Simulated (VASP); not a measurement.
# Au in VASP: single point with PBE

Aim: the single point of Au with PBE.

All numbers are computed with VASP 6.6.1; they aren't measurements. Logs are shortened: lines on timing, memory, paths and dates and some standing lists are left out, and cuts for length are marked.

### Step 1. The cell of the first run

The cell holds a single atom in a box, 1 atom: a = 14.000 Å, b = 14.400 Å, c = 14.800 Å, α = 90.00°, β = 90.00°, γ = 90.00°.

### Step 2. Single point, PBE, collinear spin

Contents of INCAR:

```
PREC = Accurate ; ENCUT = 520
EDIFF = 1E-7 ; ISMEAR = -1
SIGMA = 0.01 ; LREAL = False
LASPH = True ; NELM = 150
ALGO = Normal ; ISIF = 2
LWAVE = False ; LCHARG = False
ISPIN = 2 ; MAGMOM = 1
LORBIT = 11 ; LMAXMIX = 4
GGA = PE ; NBANDS = 16
ISYM = 0
```

Contents of KPOINTS:

```
regular mesh
0
Gamma
  1 1 1
```

Contents of POSCAR:

```
Au
1.0
   14.0000000000      0.0000000000      0.0000000000
    0.0000000000     14.4000000000      0.0000000000
    0.0000000000      0.0000000000     14.8000000000
Au
1
Direct
    0.5000000000      0.5000000000      0.5000000000
```

Potentials or basis: VASP PAW PBE potentials, release 64 (Au).

Command:

```
> cat potpaw_PBE.64/Au/POTCAR > POTCAR
> mpirun -np 1 vasp_gam > vasp.out
```

OUTCAR:

```text
PREC = Accurate
   ENCUT = 520
   EDIFF = 1E-7
   ISMEAR = -1
   LREAL = False
   LASPH = True
   NELM = 150
   ISIF = 2
   ISPIN = 2
   LORBIT = 11
   GGA = PE
   ISYM = 0

 ion  position               nearest neighbor table
   1  0.500  0.500  0.500-

IMPORTANT INFORMATION: All symmetrisations will be switched off!
NOSYMM: (Re-)initialisation of all symmetry stuff for point group C_1.

----------------------------------------------------------------------------------------

                                     Primitive cell

  volume of cell :    2983.6800

  direct lattice vectors                    reciprocal lattice vectors
    14.000000000  0.000000000  0.000000000     0.071428571  0.000000000  0.000000000
     0.000000000 14.400000000  0.000000000     0.000000000  0.069444444  0.000000000
     0.000000000  0.000000000 14.800000000     0.000000000  0.000000000  0.067567568

  length of vectors
    14.000000000 14.400000000 14.800000000     0.071428571  0.069444444  0.067567568

  position of ions in fractional coordinates (direct lattice)
     0.500000000  0.500000000  0.500000000

  ion indices of the primitive-cell ions
   primitive index   ion index
                 1           1

----------------------------------------------------------------------------------------

 KPOINTS: regular mesh

Automatic generation of k-mesh.
 Grid dimensions read from file:
 generate k-points for:    1    1    1

 Generating k-lattice:

  Cartesian coordinates                     Fractional coordinates (reciprocal lattice)
     0.071428571  0.000000000  0.000000000     1.000000000  0.000000000  0.000000000
     0.000000000  0.069444444  0.000000000     0.000000000  1.000000000  0.000000000
     0.000000000  0.000000000  0.067567568     0.000000000  0.000000000  1.000000000

  Length of vectors
     0.071428571  0.069444444  0.067567568

  Shift w.r.t. Gamma in fractional coordinates (k-lattice)
     0.000000000  0.000000000  0.000000000

 Subroutine IBZKPT returns following result:
 ===========================================

 Found      1 irreducible k-points:

 Following reciprocal coordinates:
            Coordinates               Weight
  0.000000  0.000000  0.000000      1.000000
   k-points           NKPTS =      1   k-points in BZ     NKDIM =      1   number of bands    NBANDS=     16
   number of dos      NEDOS =    301   number of ions     NIONS =      1
   total plane-waves  NPLWV = ******
   dimension x,y,z NGX =   108 NGY =  108 NGZ =  112
   dimension x,y,z NGXF=   216 NGYF=  216 NGZF=  224
   ions per type =               1
   NGX,Y,Z   is equivalent  to a cutoff of  12.82, 12.47, 12.58 a.u.
   NGXF,Y,Z  is equivalent  to a cutoff of  25.65, 24.94, 25.16 a.u.
 SYSTEM =  unknown system
   PREC   = accura    normal or accurate (medium, high low for compatibility)
   ISTART =      0    job   : 0-new  1-cont  2-samecut
   ICHARG =      2    charge: 1-file 2-atom 10-const
   ISPIN  =      2    spin polarized calculation?
   LNONCOLLINEAR =      F non collinear calculations
   LSORBIT =      F    spin-orbit coupling
   LASPH  =      T    aspherical Exc in radial PAW
   ENCUT  =  520.0 eV  38.22 Ry    6.18 a.u.  26.03 26.77 27.52*2*pi/ulx,y,z
   NELM   =    150;   NELMIN=  2; NELMDL= -5     # of ELM steps
   EDIFF  = 0.1E-06   stopping-criterion for ELM
   LREAL  =      F    real-space projection
   EDIFFG = 0.1E-05   stopping-criterion for IOM
   NSW    =      0    number of steps for IOM
   IBRION =     -1    ionic relax: 0-MD 1-quasi-New 2-CG
   NFREE  =      0    steps in history (QN), initial steepest desc. (CG)
   ISIF   =      2    stress and relaxation
   ISYM   =      0    0-nonsym 1-usesym 2-fastsym
   POTIM  = 0.5000    time-step for ionic-motion
   TEBEG  =    0.0;   TEEND  =   0.0 temperature during run
   PSTRESS=    0.0 pullay stress
   NELECT =      11.0000    total number of electrons
   NUPDOWN=      -1.0000    fix difference up-down
   EMIN   =  10.00;   EMAX   =-10.00  energy-range for DOS
   EFERMI =   0.00;   METHOD = LEGACY
   ISMEAR =    -1;   SIGMA  =   0.01  broadening in eV -4-tet -1-fermi 0-gaus
   EFERMI_NEDOS =   21; number of points for ismear=-14 and -15
   IALGO  =     38    algorithm
   IMIX   =      4    mixing-type and parameters
     AMIX     =   0.40;   BMIX     =  1.00
     AMIX_MAG =   1.60;   BMIX_MAG =  1.00
  volume/ion in A,a.u.               =    2983.68     20134.87
  Fermi-wavevector in a.u.,A,eV,Ry     =   0.252904  0.477918  0.870232  0.063960
  Thomas-Fermi vector in A             =   1.072337
   LORBIT       =     11    0 simple, 1 ext, 2 COOP (PROOUT), +10 PAW based schemes
   GGA     = PE    functional components
   LHFCALC =     F    Hartree Fock is set to
   AEXX    =    0.0000 exact exchange contribution
   IVDW    =     0    specifies the selected vdW correction
   LEPSILON=     F    determine dielectric tensor
   LRPA    =     F    only Hartree local field effects (RPA)
 spin polarized calculation
  energy-cutoff  :      520.00
  volume of cell :     2983.68
 maximum number of plane-waves:     40220
 NGX is ok and might be reduce to   108
   NGX = 53   NGY = 53   NGZ = 55

 number of electron      11.0000001 magnetization       1.0000000

 Free energy of the ion-electron system (eV)
  ---------------------------------------------------
  ext. energy  EPLUGINS =         0.00000000
  ---------------------------------------------------
  free energy    TOTEN  =        -0.18490065 eV

  energy without entropy =       -0.18490065  energy(sigma->0) =       -0.18490065

 E-fermi :  -5.7474     XC(G=0):  -0.2989

 val. band max:       -5.9985952496   @ k =   0.0000   0.0000   0.0000
 cond. band min:      -5.2877778407   @ k =   0.0000   0.0000   0.0000
 fundamental gap:      0.7108174089
 Fermi energy:        -5.7473622282

 spin component 1

 k-point     1 :       0.0000    0.0000    0.0000
  band No.  band energies     occupation
      1      -6.9087      1.00000
      2      -6.9087      1.00000
      3      -6.9087      1.00000
      4      -6.9087      1.00000
      5      -6.9087      1.00000
      6      -5.9986      1.00000
      7      -0.9082      0.00000
      8      -0.9070      0.00000
      9      -0.9054      0.00000
     10      -0.0884      0.00000
     11       0.6269      0.00000
     12       0.6597      0.00000
     13       0.7061      0.00000
     14       0.7902      0.00000
     15       0.8287      0.00000
     16       0.8699      0.00000
 Fermi energy:        -5.7473622282

 spin component 2

 k-point     1 :       0.0000    0.0000    0.0000
  band No.  band energies     occupation
      1      -6.6220      1.00000
      2      -6.6220      1.00000
      3      -6.6220      1.00000
      4      -6.6220      1.00000
      5      -6.6220      1.00000
      6      -5.2878      0.00000
      7      -0.3358      0.00000
      8      -0.3331      0.00000
      9      -0.3300      0.00000
     10       0.0368      0.00000
     11       0.7109      0.00000
     12       0.7537      0.00000
     13       0.8341      0.00000
     14       0.8661      0.00000
     15       0.8997      0.00000
     16       0.9377      0.00000

------------------------ aborting loop because EDIFF is reached ----------------------------------------

  FORCE on cell =-STRESS in cart. coord.  units (eV):
  Direction    XX          YY          ZZ          XY          YZ          ZX
  --------------------------------------------------------------------------------------
  -------------------------------------------------------------------------------------
  Total       -0.0141720     -0.0144643     -0.0143064      0.0000000     -0.0000003      0.0000005
  in kB       -0.0076101     -0.0077671     -0.0076823      0.0000000     -0.0000002      0.0000003
  external PRESSURE =      -0.0076865 kB  Pullay stress =       0.0000000 kB

 VOLUME and BASIS-vectors are now :
 -----------------------------------------------------------------------------
  energy-cutoff  :      520.00
  volume of cell :     2983.68
      direct lattice vectors                 reciprocal lattice vectors
    14.000000000  0.000000000  0.000000000     0.071428571  0.000000000  0.000000000
     0.000000000 14.400000000  0.000000000     0.000000000  0.069444444  0.000000000
     0.000000000  0.000000000 14.800000000     0.000000000  0.000000000  0.067567568

 POSITION                                       TOTAL-FORCE (eV/Angst)
 -----------------------------------------------------------------------------------
      7.00000      7.20000      7.40000        -0.000000     -0.000000     -0.000000
 -----------------------------------------------------------------------------------
    total drift:                               -0.000000     -0.000000     -0.000000

  FREE ENERGIE OF THE ION-ELECTRON SYSTEM (eV)
  ---------------------------------------------------
  free  energy   TOTEN  =        -0.1849006467 eV

  energy  without entropy=       -0.1849006467  energy(sigma->0) =       -0.18490065

 total charge

# of ion       s       p       d       tot
------------------------------------------
    1        0.466   0.000   9.033   9.499

 magnetization (x)

# of ion       s       p       d       tot
------------------------------------------
    1        0.466   0.000  -0.025   0.441
```

Run time: 15 min. Hardware: 1 thread of Intel Xeon 8259CL, shared host; peak memory 2.7 GiB.

Results:

```yaml
Free_energy: -0.1849 eV
Pressure: 0.0 GPa
Band_gap_on_the_k_mesh: 0.71 eV
Net_moment: 1.00 μB per cell
Site_moments: Au +0.44 μB
Valence_electrons_inside_the_program's_atomic_spheres: Au 9.50
```

Caveat: spin-orbit coupling is left out, which moves the levels of the heavy elements.
